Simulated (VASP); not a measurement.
# Ga3As3CO in VASP: notebook, part 2 of 2

VASP 6.6.1. Earlier steps stand in the parts before.

### Step 4. Single point, PBE+D3(BJ)

INCAR

```
SYSTEM = Ga3As3CO
PREC = Accurate
ENCUT = 520
EDIFF = 1E-6
ISMEAR = 0
SIGMA = 0.05
LREAL = .FALSE.
LASPH = .TRUE.
NELM = 120
ALGO = Normal
ISIF = 2
LWAVE = .FALSE.
LCHARG = .FALSE.
LDIPOL = .TRUE.
IDIPOL = 3
DIPOL = 0.5 0.5 0.323
GGA = PE
IVDW = 12
NBANDS = 57
GGA_COMPAT = .FALSE.
NELMDL = -8
```

KPOINTS

```
Automatic mesh
0
G
  7 5 1
  0 0 0
```

POSCAR

```
Ga3As3CO
1.0
    4.0137031111      0.0000000000      0.0000000000
    0.0000000000      5.6762333751      0.0000000000
    0.0000000000      0.0000000000     23.3352699083
Ga As O C
3 3 1 1
Direct
    0.5000000000      0.5000000000      0.1714143447
    0.0000000000      0.0653835255      0.2680035048
    0.5000000000      0.4894639609      0.3228546357
    0.0000000000      0.2500000000      0.1714143447
    0.5000000000      0.8102208698      0.2504948966
    0.0000000000      0.2887573198      0.3593388866
    0.5000000000      0.4554239865      0.4964703624
    0.5000000000      0.4554239865      0.5457519865
```

Potentials or basis: VASP PAW PBE potentials, release 64 (Ga_d, As_d, O, C).

Launch:

```bash
cat potpaw_PBE.64/Ga_d/POTCAR potpaw_PBE.64/As_d/POTCAR potpaw_PBE.64/O/POTCAR potpaw_PBE.64/C/POTCAR > POTCAR
mpirun -np 1 vasp_std > vasp.out
```

OUTCAR:

```text
SYSTEM = Ga3As3CO
   PREC = Accurate
   ENCUT = 520
   EDIFF = 1E-6
   ISMEAR = 0
   LREAL = .FALSE.
   LASPH = .TRUE.
   NELM = 120
   ISIF = 2
   GGA = PE
   IVDW = 12
   NELMDL = -8
 IVDW          = 12

 ion  position               nearest neighbor table
   1  0.500  0.500  0.171-   4 2.46   4 2.46   5 2.55
   2  0.000  0.065  0.268-   6 2.48   4 2.49   5 2.51   5 2.51
   3  0.500  0.489  0.323-   6 2.46   6 2.46   5 2.48
   4  0.000  0.250  0.171-   1 2.46   1 2.46   2 2.49
   5  0.500  0.810  0.250-   3 2.48   2 2.51   2 2.51   1 2.55
   6  0.000  0.289  0.359-   3 2.46   3 2.46   2 2.48
   7  0.500  0.455  0.496-   8 1.15
[... 931 lines left out ...]
  in kB      -6.48290    -8.16140    -2.71831     0.00000     0.01271     0.00000
  external pressure =       -5.79 kB  Pullay stress =        0.00 kB

 VOLUME and BASIS-vectors are now :
 -----------------------------------------------------------------------------
  energy-cutoff  :      520.00
  volume of cell :      531.64
      direct lattice vectors                 reciprocal lattice vectors
     4.013703111  0.000000000  0.000000000     0.249146480  0.000000000  0.000000000
     0.000000000  5.676233375  0.000000000     0.000000000  0.176173165  0.000000000
     0.000000000  0.000000000 23.335269908     0.000000000  0.000000000  0.042853586

 POSITION                                       TOTAL-FORCE (eV/Angst)
 -----------------------------------------------------------------------------------
      2.00685      2.83812      4.00000         0.000000     -0.322517      1.036879
      0.00000      0.37113      6.25393         0.000000      0.000736      0.017739
      2.00685      2.77831      7.53390         0.000000     -0.009612      0.016398
      0.00000      1.41906      4.00000         0.000000      0.324565     -1.054928
      2.00685      4.59900      5.84537         0.000000      0.003834     -0.010809
      0.00000      1.63905      8.38527         0.000000     -0.004740      0.013109
      2.00685      2.58509     11.58527         0.000000      0.014975      0.708371
      2.00685      2.58509     12.73527         0.000000     -0.007241     -0.726759
 -----------------------------------------------------------------------------------
    total drift:                                0.000000      0.003417     -0.000980

  FREE ENERGIE OF THE ION-ELECTRON SYSTEM (eV)
  ---------------------------------------------------
  free  energy   TOTEN  =       -38.8542492862 eV

  energy  without entropy=      -38.8542492860  energy(sigma->0) =      -38.85424929

 vacuum level on the upper side and lower side of the slab         2.494         2.072
```

OSZICAR:

```text
N       E                     dE             d eps       ncg     rms          rms(c)
DAV:   1     0.100848078428E+04    0.10085E+04   -0.44461E+04  2094   0.408E+03
DAV:   2     0.168818409624E+03   -0.83966E+03   -0.81038E+03  1488   0.121E+03
DAV:   3    -0.171678607457E+02   -0.18599E+03   -0.18194E+03  1703   0.220E+02
[... 17 lines left out ...]
DAV:  21    -0.375897241608E+02   -0.45835E-04   -0.55477E-06  1144   0.196E-02    0.160E-03
DAV:  22    -0.375897393986E+02   -0.15238E-04   -0.10475E-06  1080   0.570E-03    0.712E-04
DAV:  23    -0.375897501204E+02   -0.10722E-04   -0.84418E-07  1055   0.364E-03    0.450E-04
DAV:  24    -0.375897521541E+02   -0.20337E-05   -0.18657E-07  1112   0.249E-03    0.269E-04
DAV:  25    -0.375897555536E+02   -0.33995E-05   -0.32984E-07  1004   0.250E-03    0.169E-04
DAV:  26    -0.375897562647E+02   -0.71108E-06   -0.34492E-08   968   0.174E-03
   1 F= -.38854249E+02 E0= -.38854249E+02  d E =-.130983E-09
```

stdout:

```text
POSCAR found type information on POSCAR GaAsO C
 POSCAR found :  4 types and       8 ions
 scaLAPACK will be used
 LDA part: xc-table for (Slater+PW92), standard interpolation
 POSCAR, INCAR and KPOINTS ok, starting setup
 FFT: planning ... GRIDC
 FFT: planning ... GRID_SOFT
 FFT: planning ... GRID
 WAVECAR not read
 entering main loop
```

It took 19 min on 1 thread of Intel Xeon Platinum 8259CL at 2.50GHz (Skylake/Cascade Lake), shared host; peak memory 0.73 GiB.

What came out:

| Item | Value |
| --- | --- |
| Free energy | -38.8542 eV |
| Largest force | 1.104 eV/Å |
| Band gap on the k mesh | 0.41 eV (least direct gap 0.75 eV) |
| Dispersion energy per atom | -0.158 eV |

Forces on the atoms (eV/Å):
```
Ga   0.000 -0.323  1.037
Ga   0.000  0.001  0.018
Ga   0.000 -0.010  0.016
As   0.000  0.325 -1.055
As   0.000  0.004 -0.011
As   0.000 -0.005  0.013
O    0.000  0.015  0.708
C    0.000 -0.007 -0.727
```

### Step 5. Summary

```tsv
potentials or basis	cell	gap on the mesh (eV)	largest force (eV/Å)
VASP PAW PBE potentials, release 64 (Ga_d, As, O, C)	as given, atomic positions A	0.40	1.11
VASP PAW PBE potentials, release 64 (Ga_d, As_d, O, C)	as given, atomic positions B	0.40	1.10
VASP PAW PBE potentials, release 64 (Ga_d, As_d, O, C)	as given, atomic positions C	0.41	1.10
```

Alike in all rows: task single point; level PBE+D3(BJ); no spin polarisation; k mesh 7 × 5 × 1; cutoff (eV) 520; smearing gaussian 0.05 eV.

Absolute energies hang on the potentials; compare differences alone.
